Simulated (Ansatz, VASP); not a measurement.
# One calculation of GeSe, two programs

```
Ge Se
1.0
    11.25603    0.00000    0.00000
     0.00000    3.78719    0.00000
     0.00000    0.00000    4.66436
Ge Se
4 4
Direct
  0.12910 0.25000 0.11900
  0.87090 0.75000 0.88100
  0.37090 0.75000 0.61900
  0.62910 0.25000 0.38100
  0.84928 0.25000 0.51547
  0.15072 0.75000 0.48453
  0.65072 0.75000 0.01547
  0.34928 0.25000 0.98453
```

Alike in both runs: task single point; functional LDA; k mesh 2 × 6 × 4; occupations gaussian, width 0.1 eV; no spin polarisation.

```csv
,VASP,Ansatz
version,VASP 6.6.1,Ansatz 0.2.0
potentials or method,"VASP PAW LDA potentials, release 64 (Ge_d, Se), cutoff 500 eV","scalar-relativistic, plane waves, PAW"
valence electrons in the cell,80,120
```

|  | VASP | Ansatz | Ansatz less VASP |
| --- | --- | --- | --- |
| gap on the k mesh at the Fermi level (eV) | 0.78 | 0.80 | +0.015 |
| least direct gap on the mesh (eV) | 0.78 | 0.80 | +0.015 |
| pressure (GPa) | -2.7 | -2.8 | -0.11 |
| traceless stress, the component that is largest in VASP (GPa) | -0.36 | -0.35 | +0.007 |
| rms of the force components (eV/Å) | 0.035 | 0.017 | -0.0181 |

Ansatz warns that its potentials were made for another functional, while VASP's fit it. LDA's correlation is that of Perdew and Zunger in VASP and of Perdew and Wang (1992) in Ansatz. Atom by atom the forces differ by 0.020 eV/Å (rms over components). VASP's potentials hold 80 valence electrons a cell and Ansatz's 120, so a difference there can come from the potentials and not from the codes.
